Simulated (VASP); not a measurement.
Wanted: the native input for a VASP 6.6.1 run.

| Quantity | Value |
| --- | --- |
| Task | single point |
| Functional | PBE |
| Potentials or basis | VASP PAW PBE potentials, release 64 (Ge_d, Bi_d, S) |
| Cutoff | 520 eV |
| k mesh | 12 × 12 × 4 |
| Occupations | gaussian, width 0.1 eV |
| Spin | no spin polarisation |
| Dipole correction | no |
| Further INCAR settings | ALGO = Normal; EDIFF = 1e-06; NBANDS = 40 |

The structure of Ge2Bi2S lies in POSCAR:

```
Ge2Bi2S
1.0
    3.9420563091      0.0000000000      0.0000000000
   -1.9710281545      3.4139209068      0.0000000000
    0.0000000000      0.0000000000      9.3756077963
Ge Bi S
2 2 1
Direct
    0.3333333333      0.6666666667      0.5709162748
    0.6666666667      0.3333333333      0.4290837252
    0.3333333333      0.6666666667      0.2070665137
    0.6666666667      0.3333333333      0.7929334863
    0.0000000000      0.0000000000      0.0000000000
```

The cell was generated, and may not be a known phase.

One way to write it, as run:

INCAR

```
PREC = Accurate
ENCUT = 520
EDIFF = 1E-6
ISMEAR = 0
SIGMA = 0.1
LREAL = F
LASPH = T
NELM = 100
ALGO = Normal
ISIF = 2
LWAVE = F
LCHARG = T
GGA = PE
LELF = T
LVHAR = T
NBANDS = 40
```

KPOINTS

```
Automatic mesh
0
Gamma
  12 12 4
```

Potentials or basis: VASP PAW PBE potentials, release 64 (Ge_d, Bi_d, S).

The run is started by

```bash
$ cat potpaw_PBE.64/Ge_d/POTCAR potpaw_PBE.64/Bi_d/POTCAR potpaw_PBE.64/S/POTCAR > POTCAR
$ mpirun -np 1 vasp_std > vasp.out
```

Results of the run:

| Quantity | Value |
| --- | --- |
| Pressure | 0.0 GPa |
| Largest force | 0.004 eV/Å |
| Band gap on the k mesh | zero (bands 32 and 33 overlap by 1.67 eV) |

Caveat: spin-orbit coupling is left out, which moves the levels of the heavy elements.

Wall time 2.8 min on 1 thread of Intel(R) Xeon(R) 6975P-C (Granite Rapids), on a shared host, peak memory 0.44 GiB.
